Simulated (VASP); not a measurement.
TiAl:

```
Ti Al
1.0
     3.17906    0.00000    0.00000
     0.00000    3.17906    0.00000
     0.00000    0.00000    3.17906
Ti Al
1 1
Direct
  0.00000 0.00000 0.00000
  0.50000 0.50000 0.50000
```

- Program: VASP 6.6.1
- Task: relaxation of cell and atoms
- Functional: revPBE
- Potentials or basis: VASP PAW PBE potentials, release 64 (Ti_sv, Al)
- Cutoff: 600 eV
- k mesh: 8 × 8 × 8
- Occupations: fermi-dirac, width 0.05 eV
- Spin: no spin polarisation

At the start: pressure 2.8 GPa; volume 16.06 Å³/atom.

Task: How do energy, volume and symmetry change on relaxing?

Result: Over 3 steps the energy falls by 3.4 meV/atom and the volume is 16.46 Å³/atom (+2.5 %); space group Pm-3m (No. 221, to 0.05 Å).

Step by step:
```csv
step,energy change (eV),largest force (eV/Å),pressure (GPa),volume (Å³)
1,0.0000,0.0000,2.76,32.13
2,-0.0042,0.0000,-1.57,33.43
3,-0.0067,0.0000,-0.02,32.93
```

Final structure:
```xyz
2
Lattice="3.2051 0.0000 0.0000 0.0000 3.2051 0.0000 0.0000 0.0000 3.2051" Properties=species:S:1:pos:R:3 pbc="T T T"
Ti    0.0000    0.0000    0.0000
Al    1.6026    1.6026    1.6026
```

Caveat: the PAW data sets were made with another functional, which shifts forces and pressure a little.
